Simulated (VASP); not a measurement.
The system is TlHgBr3.

```
CELL_PARAMETERS angstrom
5.59717 0.00000 0.00000
0.00000 5.59717 0.00000
0.00000 0.00000 5.59717
ATOMIC_POSITIONS crystal
Tl 0.00000 0.00000 0.00000
Hg 0.50000 0.50000 0.50000
Br 0.50000 0.50000 0.00000
Br 0.50000 0.00000 0.50000
Br 0.00000 0.50000 0.50000
```

- Program: VASP 6.6.1
- Task: relaxation of cell and atoms
- Functional: r2SCAN
- Potentials or basis: VASP PAW PBE potentials, release 64 (Tl_d, Hg, Br)
- Cutoff: 600 eV
- k mesh: 4 × 4 × 4
- Occupations: fermi-dirac, width 0.02 eV
- Spin: no spin polarisation

At the start: pressure -1.0 GPa; volume 35.07 Å³/atom.

Task: How do energy, volume and symmetry change on relaxing?

Result: Over 3 steps the energy falls by 3.7 meV/atom and the volume is 33.87 Å³/atom (-3.4 %); space group Pm-3m (No. 221, to 0.1 Å) before and after.

The path:
```
step  energy change (eV)  largest force (eV/Å)  pressure (GPa)  volume (Å³)
   1              0.0000                0.0000           -0.96       175.35
   2             -0.0184                0.0000           -0.13       170.07
   3             -0.0187                0.0000            0.00       169.34
```

Final structure:
```yaml
crystal:
  lattice:
    - [5.53250, 0.00000, 0.00000]
    - [0.00000, 5.53250, 0.00000]
    - [0.00000, 0.00000, 5.53250]
  atoms:
    - { symbol: Tl, position: [0.00000, 0.00000, 0.00000] }
    - { symbol: Hg, position: [0.50000, 0.50000, 0.50000] }
    - { symbol: Br, position: [0.50000, 0.50000, 0.00000] }
    - { symbol: Br, position: [0.50000, 0.00000, 0.50000] }
    - { symbol: Br, position: [0.00000, 0.50000, 0.50000] }
```

Caveat: the PAW data sets were made with another functional, which shifts forces and pressure a little.
